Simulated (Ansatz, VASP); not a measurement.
# One calculation of Ni, two programs

```
CELL_PARAMETERS angstrom
0.00000 3.53173 3.53173
1.76587 0.00000 1.76587
1.76587 1.76587 0.00000
ATOMIC_POSITIONS crystal
Ni 0.00000 0.00000 0.00000
Ni 0.50000 0.00000 0.00000
```

Alike in both runs: task single point; functional r2SCAN; k mesh 7 × 14 × 14; occupations fermi-dirac, width 0.05 eV; collinear spin.

|  | VASP | Ansatz |
| --- | --- | --- |
| version | VASP 6.6.1 | Ansatz 0.2.0 |
| potentials or method | VASP PAW PBE potentials, release 64 (Ni), cutoff 520 eV | PAW, plane waves, scalar-relativistic |
| valence electrons in the cell | 20 | 36 |

```csv
,VASP,Ansatz,Ansatz less VASP
pressure (GPa),-8.5,-8.8,-0.35
net moment per atom (μB),0.75,0.76,+0.009
size of the moment on the site where the two differ most (μB),0.78,0.83,+0.055
```

VASP's potentials were made for PBE, not for r2SCAN. Site moments also hang on the region over which each program counts them. The functional is the same, so the differences come from potentials, cutoffs and numerics. VASP's potentials hold 20 valence electrons a cell and Ansatz's 36, so a difference there can come from the potentials and not from the codes. Ansatz's warnings: stability check not made.
